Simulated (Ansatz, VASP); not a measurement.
Re: VASP beside Ansatz

Contents of INCAR:

```
SYSTEM = Re
ALGO = Normal
EDIFF = 1E-8
ENCUT = 520
GGA = PE
ISIF = 2
ISMEAR = -1
LASPH = .TRUE.
LCHARG = .FALSE.
LEFG = .TRUE.
LREAL = .FALSE.
LWAVE = .FALSE.
NBANDS = 14
NELM = 60
PREC = Accurate
SIGMA = 0.05
```

The input KPOINTS:

```
k-points
0
G
  14 14 8
  0 0 0
```

POSCAR

```
Re
1.0
    2.5677224212      0.0000000000      0.0000000000
   -1.2838612106      2.2237128466      0.0000000000
    0.0000000000      0.0000000000      4.1057498614
Re
2
Direct
    0.3333333333      0.6666666667      0.2500000000
    0.6666666667      0.3333333333      0.7500000000
```

Input for Ansatz:

```yaml
crystal:
  lattice:
    - [2.5677224212, 0.0, 0.0]
    - [-1.2838612106, 2.2237128466, 0.0]
    - [0.0, 0.0, 4.1057498614]
  atoms:
    - { symbol: Re, position: [0.3333333333, 0.6666666667, 0.25] }
    - { symbol: Re, position: [0.6666666667, 0.3333333333, 0.75] }
kpoints:
  mp_grid: { grid: [14, 14, 8] }
scf:
  occupations: { method: fermi_dirac, width: 0.05 }
hamiltonian:
  xc: pbe
  pseudopotentials: { kind: all_electron, datasets: crystal }
output:
  forces: true
  stress: true
  eigenvalues: true
  efg: { contact_densities: true }
```

Change from the starting cell: volume scaled by 0.96, crystal datasets.

Alike in both runs: task electric field gradients; functional PBE; k mesh 14 × 14 × 8; occupations fermi-dirac, width 0.05 eV; no spin polarisation.

|  | VASP | Ansatz |
| --- | --- | --- |
| version | VASP 6.6.1 | Ansatz 0.2.0 |
| potentials or method | VASP PAW PBE potentials, release 64 (Re), cutoff 520 eV | all-electron PAW with datasets made for the crystal, scalar-relativistic |

|  | VASP | Ansatz | Ansatz less VASP |
| --- | --- | --- | --- |
| pressure (GPa) | 153.4 | 149.3 | -4.07 |
| traceless stress, the component that is largest in VASP (GPa) | 6.00 | 6.04 | +0.043 |
| size of Vzz on the site where it differs most (V/Å²) | 106.7 | 81.8 | -24.86 |

Both programs put the cell under a high pressure, so it lies far from rest at this level. Ansatz ran all-electron here, and VASP with PAW potentials.

Spin-orbit coupling is off throughout. Noted on VASP's run: the cell as given lies far from equilibrium.
